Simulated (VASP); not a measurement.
A run of VASP 6.6.1 is set up as follows.

File INCAR:

```
SYSTEM = Sc2F3
PREC = Accurate ; ENCUT = 600
EDIFF = 1E-6 ; ISMEAR = 0
SIGMA = 0.1 ; LREAL = .FALSE.
LASPH = .TRUE. ; NELM = 120
ALGO = Normal ; ISIF = 2
LWAVE = .FALSE. ; LCHARG = .FALSE.
GGA = PE ; NBANDS = 30
GGA_COMPAT = .FALSE.
```

The input KPOINTS:

```
Automatic mesh
0
G
  8 8 8
  0 0 0
```

Contents of POSCAR:

```
Sc2F3
1.0
    3.0838677905     -3.2819410499      0.0000000000
    3.0838677905      3.2819410499      0.0000000000
    0.0000000000      0.0000000000      4.0663868033
Sc F
2 3
Direct
    0.0000000000      0.5000000000      0.0000000000
    0.5000000000      0.0000000000      0.0000000000
    0.0000000000      0.5000000000      0.5000000000
    0.5000000000      0.0000000000      0.5000000000
    0.0000000000      0.0000000000      0.0000000000
```

Potentials or basis: VASP PAW PBE potentials, release 64 (Sc_sv, F).

Command:

```bash
$ cat potpaw_PBE.64/Sc_sv/POTCAR potpaw_PBE.64/F/POTCAR > POTCAR
$ mpirun -np 1 vasp_std > vasp.out
```

Task: Estimate the pressure.

Result: 0.2 GPa.

Task: Predict the band gap on the k mesh.

Result: Zero (an odd number of electrons rules out a gap without spin polarisation).

Stress tensor (GPa, compression positive):
```
-0.04  0.00  0.00
 0.00 -0.06  0.00
 0.00  0.00  0.82
```

Caveat: an odd number of electrons without spin polarisation forces a metal; a magnetic or distorted state may lie lower.
